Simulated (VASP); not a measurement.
Here is a VASP 6.6.1 calculation.

Contents of INCAR:

```
SYSTEM = AlN
ALGO = Normal
EDIFF = 1E-6
ENCUT = 600
GGA = PE
GGA_COMPAT = .FALSE.
ISIF = 2
ISMEAR = 0
LASPH = .TRUE.
LCHARG = .FALSE.
LREAL = .FALSE.
LWAVE = .FALSE.
NBANDS = 11
NELM = 120
PREC = Accurate
SIGMA = 0.02
```

File KPOINTS:

```
k-points
0
G
  10 10 10
  0 0 0
```

File POSCAR:

```
AlN
1.0
    0.0000000000      2.2012582150      2.2012582150
    2.2012582150      0.0000000000      2.2012582150
    2.2012582150      2.2012582150      0.0000000000
Al N
1 1
Direct
    0.0000000000      0.0000000000      0.0000000000
    0.2500000000      0.2500000000      0.2500000000
```

Potentials or basis: VASP PAW PBE potentials, release 64 (Al, N).

The run is started by

```console
$ cat potpaw_PBE.64/Al/POTCAR potpaw_PBE.64/N/POTCAR > POTCAR
$ mpirun -np 1 vasp_std > vasp.out
```

**Question.** Estimate the pressure.

**Answer.** -0.3 GPa.

**Question.** Predict the band gap on the k mesh.

**Answer.** 3.31 eV, indirect (least direct gap 3.99 eV).

A k mesh can miss the band edges.
